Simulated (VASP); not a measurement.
A run of VASP 6.6.1:

The input INCAR:

```
PREC = Accurate
ENCUT = 520
EDIFF = 1E-6
ISMEAR = 0
SIGMA = 0.05
LREAL = False
LASPH = True
NELM = 60
ALGO = Normal
ISIF = 2
LWAVE = False
LCHARG = False
GGA = PE
NBANDS = 23
```

File KPOINTS:

```
Automatic mesh
0
Gamma
  15 15 12
```

File POSCAR:

```
HfN
1.0
    3.8567057347      0.0000000000      0.0000000000
    0.0000000000      3.8567057347      0.0000000000
    0.0000000000      0.0000000000      4.8184718836
Hf N
2 2
Direct
    0.5000000000      0.0000000000      0.1768716561
    0.0000000000      0.5000000000      0.8231283439
    0.0000000000      0.0000000000      0.0000000000
    0.5000000000      0.5000000000      0.0000000000
```

Potentials or basis: VASP PAW PBE potentials, release 64 (Hf_pv, N).

Launch:

```console
$ cat potpaw_PBE.64/Hf_pv/POTCAR potpaw_PBE.64/N/POTCAR > POTCAR
$ mpirun -np 1 vasp_std > vasp.out
```

Hardware: 1 thread of Intel(R) Xeon(R) Platinum 8259CL CPU @ 2.50GHz (Skylake/Cascade Lake) (shared host).

Task: How long does it take, and how much memory?

Result: Run time: 5.9 min on 1 thread of Intel(R) Xeon(R) Platinum 8259CL CPU @ 2.50GHz (Skylake/Cascade Lake), on a shared host, peak memory 0.45 GiB. Counts: scf iterations 13, k points 252.
